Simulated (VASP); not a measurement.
## CdAs2C: single point with PBEsol

Crystal: CdAs2C.

```
CELL_PARAMETERS angstrom
2.96818 0.00000 0.00000
0.00000 2.96818 0.00000
0.00000 0.00000 8.81129
ATOMIC_POSITIONS crystal
Cd 0.00000 0.00000 0.00000
As 0.00000 0.50000 0.35285
As 0.50000 0.00000 0.64715
C 0.50000 0.50000 0.50000
```

```yaml
Program: VASP 6.6.1
Task: single point
Functional: PBEsol
Potentials_or_basis: VASP PAW PBE potentials, release 64 (Cd, As, C)
Cutoff: 520 eV
k_mesh: 6 × 6 × 4
Occupations: fermi-dirac, width 0.03 eV
Spin: no spin polarisation
Dipole_correction: no
Further_INCAR_settings: ALGO = Normal; EDIFF = 1e-06; NBANDS = 21
```

| Property | Result |
| --- | --- |
| Pressure | 0.6 GPa |
| Largest force | 0.133 eV/Å |
| Band gap on the k mesh | zero (bands 13 and 14 overlap by 2.80 eV) |

Forces on the atoms (eV/Å):
```
Cd   0.000  0.000  0.000
As   0.000  0.000 -0.133
As   0.000  0.000  0.133
C    0.000  0.000  0.000
```

Stress tensor (GPa, compression positive):
```
0.52 0.00 0.00
0.00 0.52 0.00
0.00 0.00 0.76
```

Levels at points of the mesh, in eV from the Fermi level:
```csv
k point,band 11,band 12,band 13,band 14,band 15,band 16
"(0.00, 0.00, 0.00)",-3.34,-3.34,1.96,2.13,2.85,2.85
"(0.50, 0.00, 0.00)",-3.20,-2.31,-0.21,0.00,1.53,2.74
"(0.50, 0.50, 0.00)",-3.41,-3.41,-2.68,1.30,2.15,2.15
"(0.00, 0.00, 0.50)",-3.33,-1.83,0.46,2.84,2.84,3.08
"(0.50, 0.00, 0.50)",-2.99,-2.31,-0.94,-0.84,2.56,3.85
"(0.50, 0.50, 0.50)",-3.43,-3.43,-2.64,1.31,2.79,2.79
```

Run time: 41 s on 1 thread of Intel(R) Xeon(R) Platinum 8375C CPU @ 2.90GHz (Ice Lake), on a shared host, peak memory 0.21 GiB.

Caveat: the PAW data sets were made with another functional, which shifts forces and pressure a little.
